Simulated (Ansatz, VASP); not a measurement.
Two plane-wave programs on BN

The input INCAR:

```
SYSTEM = BN
PREC = Accurate ; ENCUT = 520
EDIFF = 1E-6 ; ISMEAR = -1
SIGMA = 0.05 ; LREAL = .False.
LASPH = .True. ; NELM = 60
ALGO = Normal ; ISIF = 2
LWAVE = .False. ; LCHARG = .True.
GGA = PS ; LELF = .True.
LVHAR = .True. ; NBANDS = 11
```

Contents of KPOINTS:

```
Automatic mesh
0
Gamma
  13 13 9
  0 0 0
```

The input POSCAR:

```
BN
1.0
    2.4568420491      0.0000000000      0.0000000000
   -1.2212605467      2.1318056974      0.0000000000
   -0.6177907512     -1.0659028487      2.9608381970
N B
1 1
Direct
    0.6685060000      0.3323850000      0.9849990000
    0.9796430000      0.9834990000      0.0018060000
```

input.yaml

```yaml
crystal:
  lattice:
    - [2.4568420491, 0.0, 0.0]
    - [-1.2212605467, 2.1318056974, 0.0]
    - [-0.6177907512, -1.0659028487, 2.960838197]
  atoms:
    - { symbol: "N", position: [0.668506, 0.332385, 0.984999] }
    - { symbol: B, position: [0.979643, 0.983499, 0.001806] }
hamiltonian:
  xc: pbesol
  pseudopotentials: { kind: paw }
kpoints:
  mp_grid: { grid: [13, 13, 9] }
scf:
  occupations: { method: fermi_dirac, width: 0.05 }
output:
  forces: true
  stress: true
  eigenvalues: true
```

Alike in both runs: task single point; functional PBEsol; k mesh 13 × 13 × 9; occupations fermi-dirac, width 0.05 eV; no spin polarisation.

|  | VASP | Ansatz |
| --- | --- | --- |
| version | VASP 6.6.1 | Ansatz 0.2.0 |
| potentials or method | VASP PAW PBE potentials, release 64 (N, B) | Ansatz PAW |
| plane-wave cutoff (eV) | 520 | 420 |
| valence electrons in the cell | 8 | 8 |

Ansatz gave:

* gap on the k mesh at the Fermi level (eV): 2.67
* least direct gap on the mesh (eV): 4.62
* pressure (GPa): 20.2
* traceless stress, the component that is largest in VASP (GPa): 15.71
* rms of the force components (eV/Å): 1.815

Which values does VASP return?

gap on the k mesh at the Fermi level (eV): 2.66; least direct gap on the mesh (eV): 4.61; pressure (GPa): 20.6; traceless stress, the component that is largest in VASP (GPa): 16.03; rms of the force components (eV/Å): 1.812.

VASP's potentials were made for PBE, not for PBEsol. Atom by atom the forces differ by 0.003 eV/Å (rms over components).

Noted on Ansatz's run: odd divisions of the mesh miss points on the zone boundary, where band edges often lie, so the gap on the mesh can be too wide.
